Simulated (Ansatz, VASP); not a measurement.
Ti3Al in VASP and in Ansatz

File INCAR:

```
SYSTEM = Ti3Al
PREC = Accurate
ENCUT = 520
EDIFF = 1E-7
ISMEAR = -1
SIGMA = 0.05
LREAL = .FALSE.
LASPH = .TRUE.
NELM = 100
ALGO = Fast
ISIF = 2
LWAVE = .FALSE.
LCHARG = .TRUE.
GGA = PS
LELF = .TRUE.
LVHAR = .TRUE.
NBANDS = 28
```

The input KPOINTS:

```
Automatic mesh
0
G
  10 10 3
  0 0 0
```

File POSCAR:

```
Ti3Al
1.0
    2.9275422229      0.0000000000      0.0000000000
   -1.4637711114      2.5353259357      0.0000000000
    0.0000000000      0.0000000000      9.2263620000
Ti Al
3 1
Direct
    0.3333333333      0.6666666667      0.2494060000
    0.3333333333      0.6666666667      0.7505940000
    0.6666666667      0.3333333333      0.0000000000
    0.6666666667      0.3333333333      0.5000000000
```

File input.yaml:

```yaml
crystal:
  lattice:
    - [2.9275422229, 0.0, 0.0]
    - [-1.4637711114, 2.5353259357, 0.0]
    - [0.0, 0.0, 9.226362]
  atoms:
    - { symbol: Ti, position: [0.3333333333, 0.6666666667, 0.249406] }
    - { symbol: Ti, position: [0.3333333333, 0.6666666667, 0.750594] }
    - { symbol: Ti, position: [0.6666666667, 0.3333333333, 0.0] }
    - { symbol: Al, position: [0.6666666667, 0.3333333333, 0.5] }
kpoints:
  mp_grid: { grid: [10, 10, 3] }
scf:
  occupations: { method: fermi_dirac, width: 0.05 }
hamiltonian:
  xc: pbesol
  pseudopotentials: { kind: all_electron, lapw: { basis_error: 0.001 } }
output:
  forces: true
  stress: true
  eigenvalues: true
  populations: true
```

Alike in both runs: task single point; functional PBEsol; k mesh 10 × 10 × 3; occupations fermi-dirac, width 0.05 eV; no spin polarisation.

```csv
,VASP,Ansatz
version,VASP 6.6.1,Ansatz 0.2.0
potentials or method,"VASP PAW PBE potentials, release 64 (Ti_sv, Al), cutoff 520 eV","all-electron LAPW, scalar-relativistic"
```

VASP gave:

- gap on the k mesh at the Fermi level (eV): none
- pressure (GPa): -3.6
- traceless stress, the component that is largest in VASP (GPa): 0.12
- rms of the force components (eV/Å): 0.037

Problem. Estimate Ansatz's values.

Solution. gap on the k mesh at the Fermi level (eV): none; pressure (GPa): -3.4; traceless stress, the component that is largest in VASP (GPa): 0.09; rms of the force components (eV/Å): 0.033.

VASP's potentials were made for PBE, not for PBEsol. Atom by atom the forces differ by 0.004 eV/Å (rms over components). A gap of «none» marks a metal or a gap that the smearing closes. Ansatz ran all-electron here, and VASP with PAW potentials.
